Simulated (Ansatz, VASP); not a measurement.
## One calculation of Au, two programs

```
Au
1.0
     0.00000    2.06152    2.06152
     2.06152    0.00000    2.06152
     2.06152    2.06152    0.00000
Au
1
Direct
  0.00000 0.00000 0.00000
```

Alike in both runs: functional r2SCAN; k mesh 13 × 13 × 13; occupations fermi-dirac, width 0.1 eV; no spin polarisation.

Ansatz relaxed the structure, and its values are those at the end. VASP's run is a single point on that final structure, the one shown.

|  | VASP | Ansatz |
| --- | --- | --- |
| version | VASP 6.6.1 | Ansatz 0.2.0 |
| potentials or method | VASP PAW PBE potentials, release 64 (Au), cutoff 520 eV | plane waves (500 eV) with PAW, scalar-relativistic |
| valence electrons in the cell | 11 | 19 |

```tsv
	VASP	Ansatz	Ansatz less VASP
pressure (GPa)	0.3	0.0	-0.27
```

VASP's potentials were made for PBE, not for r2SCAN. VASP's potentials hold 11 valence electrons a cell and Ansatz's 19, so a difference there can come from the potentials and not from the codes.

Neither program's run includes spin-orbit coupling.
